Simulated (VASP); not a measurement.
SrTiO3: single point with PBE

The system is SrTiO3.

```
Sr Ti O
1.0
     3.93641    0.00000    0.00000
     0.00000    3.93641    0.00000
     0.00000    0.00000    3.93641
Sr Ti O
1 1 3
Direct
  0.00137 0.00000 0.00000
  0.50645 0.50000 0.50000
  0.99024 0.50000 0.50000
  0.49148 0.00000 0.50000
  0.49148 0.50000 0.00000
```

This cell differs from its parent crystal: atoms displaced along a vibrational mode.

| Item | Value |
| --- | --- |
| Program | VASP 6.6.1 |
| Task | single point |
| Functional | PBE |
| Potentials or basis | VASP PAW PBE potentials, release 64 (Sr_sv, Ti_sv, O) |
| Cutoff | 520 eV |
| k mesh | 8 × 8 × 8 |
| Occupations | gaussian, width 0.05 eV |
| Spin | no spin polarisation |
| Dipole correction | no |
| Further INCAR settings | ALGO = Normal; EDIFF = 1e-06; NBANDS = 28 |

The pressure is 0.9 GPa, the largest force is 0.032 eV/Å and the band gap on the k mesh is 1.82 eV (least direct gap 2.24 eV).

Forces on the atoms (eV/Å):
```
Sr   0.032  0.000  0.000
Ti   0.010  0.000  0.000
O    0.023  0.000  0.000
O   -0.032  0.000  0.000
O   -0.032  0.000  0.000
```

Stress tensor (GPa, compression positive):
```
1.34 0.00 0.00
0.00 0.66 0.00
0.00 0.00 0.66
```

Levels at points of the mesh, in eV from the valence-band top:
| k point | band 16 | band 17 | band 18 | band 19 | band 20 | band 21 | band 22 | band 23 | band 24 | band 25 |
| --- | --- | --- | --- | --- | --- | --- | --- | --- | --- | --- |
| (0.00, 0.00, 0.00) | -1.17 | -1.14 | -0.42 | -0.42 | -0.42 | 1.82 | 1.90 | 1.90 | 4.16 | 4.20 |
| (0.50, 0.00, 0.00) | -2.33 | -2.33 | -1.92 | -0.73 | -0.73 | 1.98 | 3.69 | 3.69 | 4.17 | 6.31 |
| (0.00, 0.50, 0.00) | -2.29 | -2.26 | -1.93 | -0.81 | -0.77 | 2.05 | 3.66 | 3.67 | 4.20 | 6.26 |
| (0.50, 0.50, 0.00) | -2.76 | -1.73 | -1.55 | -1.54 | -0.11 | 3.67 | 3.70 | 4.12 | 5.10 | 7.76 |
| (0.00, 0.50, 0.50) | -2.77 | -1.75 | -1.58 | -1.58 | -0.09 | 3.68 | 3.68 | 4.11 | 5.08 | 7.75 |
| (0.50, 0.50, 0.50) | -3.68 | -3.66 | -0.03 | -0.03 | 0.00 | 4.31 | 4.32 | 4.32 | 6.80 | 6.85 |

Wall time 76 s on 1 thread of Intel(R) Xeon(R) 6975P-C (Granite Rapids), with other jobs on the host, peak memory 0.26 GiB.

Caveat: the cell differs from its parent crystal (atoms displaced along a vibrational mode). A k mesh can miss the band edges.
